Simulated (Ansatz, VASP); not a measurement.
# NaF: VASP beside Ansatz

```
Na F
1.0
     0.00000    2.32330    2.30007
     2.32330    0.00000    2.30007
     2.32330    2.32330    0.00000
Na F
1 1
Direct
  0.00000 0.00000 0.00000
  0.50000 0.50000 0.50000
```

Change from the starting cell: zz strain of -1 %.

Alike in both runs: task single point; functional LDA; k mesh 10 × 10 × 10; occupations fermi-dirac, width 0.02 eV; no spin polarisation.

|  | VASP | Ansatz |
| --- | --- | --- |
| version | VASP 6.6.1 | Ansatz 0.2.0 |
| potentials or method | VASP PAW LDA potentials, release 64 (Na_pv, F), cutoff 520 eV | all-electron LAPW, scalar-relativistic |

|  | VASP | Ansatz | Ansatz less VASP |
| --- | --- | --- | --- |
| gap on the k mesh at the Fermi level (eV) | 5.96 | 5.97 | +0.010 |
| pressure (GPa) | -4.3 | -4.2 | +0.13 |
| traceless stress, the component that is largest in VASP (GPa) | 0.47 | 0.45 | -0.013 |

LDA's correlation is that of Perdew and Zunger in VASP and of Perdew and Wang (1992) in Ansatz. Ansatz ran all-electron here, and VASP with PAW potentials.
